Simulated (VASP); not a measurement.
Input of a VASP 6.6.1 run:

The input INCAR:

```
PREC = Accurate ; ENCUT = 520
EDIFF = 1E-6 ; ISMEAR = 0
SIGMA = 0.05 ; LREAL = False
LASPH = True ; NELM = 150
ALGO = Fast ; ISIF = 2
LWAVE = False ; LCHARG = True
ISPIN = 2 ; MAGMOM = 0 0 0 0 0 0 0 0 2
LORBIT = 11 ; LDIPOL = True
IDIPOL = 3 ; DIPOL = 0.5 0.5 0.384
GGA = PE ; LELF = True
LVHAR = True ; LVACPOTAV = True
NBANDS = 33
```

File KPOINTS:

```
Automatic mesh
0
Gamma
  9 9 1
```

File POSCAR:

```
Si8S
1.0
    3.8510821778      0.0000000000      0.0000000000
   -1.9255410889      3.3351349981      0.0000000000
    0.0000000000      0.0000000000     25.7458743948
Si S
8 1
Direct
    0.6666666667      0.3333333334      0.1553646980
    0.3333333333      0.6666666667      0.1864797875
    0.3333333333      0.6666666667      0.2789705447
    0.6666666667      0.3333333334      0.3100856343
    0.6666666667      0.3333333334      0.4023777094
    0.3333333333      0.6666666667      0.4328816174
    0.3333333333      0.6666666667      0.5270845181
    0.6666666667      0.3333333334      0.5533264933
    0.6666666667      0.8333333334      0.6084682772
```

Potentials or basis: VASP PAW PBE potentials, release 64 (Si, S).

Command:

```sh
$ cat potpaw_PBE.64/Si/POTCAR potpaw_PBE.64/S/POTCAR > POTCAR
$ mpirun -np 1 vasp_std > vasp.out
```

Q: What does it give for the site moments?

A: Si -0.20, -0.02, -0.04, -0.01, +0.01, +0.02, +0.00 (each value once); S +0.04 μB.

Q: Estimate the net moment.

A: -0.63 μB per cell.

Q: Predict the largest force.

A: 1.094 eV/Å.

Forces in eV/Å, atoms in the order of the input:
```
Si  -0.012 -0.007  0.459
Si   0.002  0.001 -0.567
Si   0.007  0.004  0.157
Si   0.035  0.020 -0.126
Si  -0.058 -0.033  0.029
Si   0.240  0.139 -0.002
Si  -0.826 -0.477 -0.535
Si   0.624  0.360  0.621
S   -0.012 -0.007 -0.036
```
